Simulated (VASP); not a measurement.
Write the native input for VASP 6.6.1 that does the following.

```yaml
Task: single point
Functional: PBE
Potentials_or_basis: VASP PAW PBE potentials, release 64 (Hf_pv, S)
Cutoff: 520 eV
k_mesh: 4 × 4 × 2
Occupations: gaussian, width 0.2 eV
Spin: no spin polarisation
Dipole_correction: no
Further_INCAR_settings: ALGO = Normal; EDIFF = 1e-06; NBANDS = 40
```

The structure of Hf3S5 lies in POSCAR:

```
Hf3S5
1.0
    4.3602300261      0.0000000000      0.0000000000
    0.0000000000      3.3316893594      0.0000000000
    0.0000000000      0.0000000000      9.2939287768
Hf S
3 5
Direct
    0.0000000000      0.5000000000      0.7865908415
    0.0000000000      0.5000000000      0.2134091585
    0.5000000000      0.5000000000      0.5000000000
    0.0000000000      0.0000000000      0.5000000000
    0.0000000000      0.0000000000      0.0000000000
    0.5000000000      0.5000000000      0.0000000000
    0.5000000000      0.0000000000      0.7182125488
    0.5000000000      0.0000000000      0.2817874512
```

The cell was generated, and may not be a known phase.

One way to write it, as run:

INCAR

```
PREC     = Accurate       # precision mode
ENCUT    = 520            # plane-wave cutoff, eV
EDIFF    = 1E-6           # SCF threshold, eV
ISMEAR   = 0              # smearing method
SIGMA    = 0.2            # smearing width, eV
LREAL    = F              # projectors in reciprocal space
LASPH    = T              # aspherical terms in the spheres
NELM     = 60             # most SCF steps
ALGO     = Normal         # electronic algorithm
ISIF     = 2              # what is computed and relaxed
LWAVE    = F              # write WAVECAR
LCHARG   = T              # write CHGCAR
GGA      = PE             # functional
LELF     = T              # ELF
LVHAR    = T            
NBANDS   = 40             # bands
```

KPOINTS

```
regular mesh
0
Gamma
  4 4 2
```

Potentials or basis: VASP PAW PBE potentials, release 64 (Hf_pv, S).

Launch:

```console
$ cat potpaw_PBE.64/Hf_pv/POTCAR potpaw_PBE.64/S/POTCAR > POTCAR
$ mpirun -np 1 vasp_std > vasp.out
```

It gave:

| Property | Result |
| --- | --- |
| Pressure | -1.2 GPa |
| Largest force | 0.020 eV/Å |
| Band gap on the k mesh | zero (bands 30 and 31 overlap by 0.42 eV) |

Caveat: the k points lie up to 0.47 Å⁻¹ apart; spin-orbit coupling is left out, which moves the levels of the heavy elements.

Wall time 56 s on 1 thread of Intel(R) Xeon(R) 6975P-C (Granite Rapids) (shared host), peak memory 0.27 GiB.
